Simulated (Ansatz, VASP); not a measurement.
## One calculation of Rb, two programs

```
Rb
1.0
    -2.58152    2.58152    2.91824
     2.58152   -2.58152    2.91824
     2.58152    2.58152   -2.91824
Rb
1
Direct
  0.00000 0.00000 0.00000
```

Change from the starting cell: strain -0.080 along x and y, +0.040 along z, atoms carried along.

Alike in both runs: task single point; functional PBE; k mesh 12 × 12 × 12; occupations gaussian, width 0.15 eV; no spin polarisation.

|  | VASP | Ansatz |
| --- | --- | --- |
| version | VASP 6.6.1 | Ansatz 0.2.0 |
| potentials or method | VASP PAW PBE potentials, release 64 (Rb_sv), cutoff 520 eV | scalar-relativistic, plane waves, PAW |
| valence electrons in the cell | 9 | 9 |

```tsv
	VASP	Ansatz	Ansatz less VASP
gap on the k mesh at the Fermi level (eV)	none	none	-
pressure (GPa)	0.6	0.6	0.00
```

A gap of «none» marks a metal or a gap that the smearing closes. The functional is the same, so the differences come from potentials, cutoffs and numerics.
